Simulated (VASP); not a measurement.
Zn2Cd3Se5: single point with PBE

The system is Zn2Cd3Se5.

```
Zn Cd Se
1.0
     0.00000   -4.23050    0.00000
     4.23050    0.00000    0.00000
    -2.11525    2.11525   15.15741
Zn Cd Se
2 3 5
Direct
  0.90172 0.90172 0.80344
  0.09828 0.09828 0.19656
  0.50000 0.50000 0.00000
  0.69657 0.69657 0.39315
  0.30343 0.30343 0.60685
  0.55367 0.05367 0.10734
  0.14289 0.64289 0.28578
  0.75000 0.25000 0.50000
  0.35711 0.85711 0.71422
  0.94633 0.44633 0.89266
```

```json
{"Program": "VASP 6.6.1", "Task": "single point", "Functional": "PBE", "Potentials or basis": "VASP PAW PBE potentials, release 64 (Zn, Cd, Se)", "Cutoff": "520 eV", "k mesh": "4 × 4 × 4", "Occupations": "gaussian, width 0.1 eV", "Spin": "no spin polarisation", "Dipole correction": "no", "Further INCAR settings": "ALGO = Normal; EDIFF = 1e-07; NBANDS = 56"}
```

The pressure is 0.3 GPa. The largest force is 0.022 eV/Å and the band gap on the k mesh is 0.64 eV.

Forces in eV/Å, atoms in the order of the input:
```
Zn   0.000  0.000  0.000
Zn   0.000  0.000  0.000
Cd   0.000  0.000  0.000
Cd   0.000  0.000  0.000
Cd   0.000  0.000  0.000
Se   0.000  0.000  0.019
Se   0.000  0.000 -0.022
Se   0.000  0.000  0.000
Se   0.000  0.000  0.022
Se   0.000  0.000 -0.019
```

Stress tensor (GPa, compression positive):
```
0.39 0.00 0.00
0.00 0.39 0.00
0.00 0.00 0.14
```

Levels at points of the mesh, in eV from the valence-band top:
| k point | band 43 | band 44 | band 45 | band 46 | band 47 | band 48 |
| --- | --- | --- | --- | --- | --- | --- |
| (0.00, 0.00, 0.00) | -0.13 | 0.00 | 0.00 | 0.64 | 2.78 | 2.89 |
| (0.50, 0.00, 0.00) | -0.62 | -0.59 | -0.55 | 2.28 | 2.76 | 2.79 |
| (0.50, 0.50, 0.00) | -1.98 | -1.84 | -1.81 | 3.12 | 3.45 | 3.59 |
| (0.00, 0.00, 0.50) | -0.25 | -0.19 | -0.19 | 1.63 | 1.66 | 3.20 |

Run time: 4.3 min on 1 thread of Intel(R) Xeon(R) Platinum 8259CL CPU @ 2.50GHz (Skylake/Cascade Lake), on a shared host, peak memory 0.44 GiB.

A k mesh can miss the band edges.
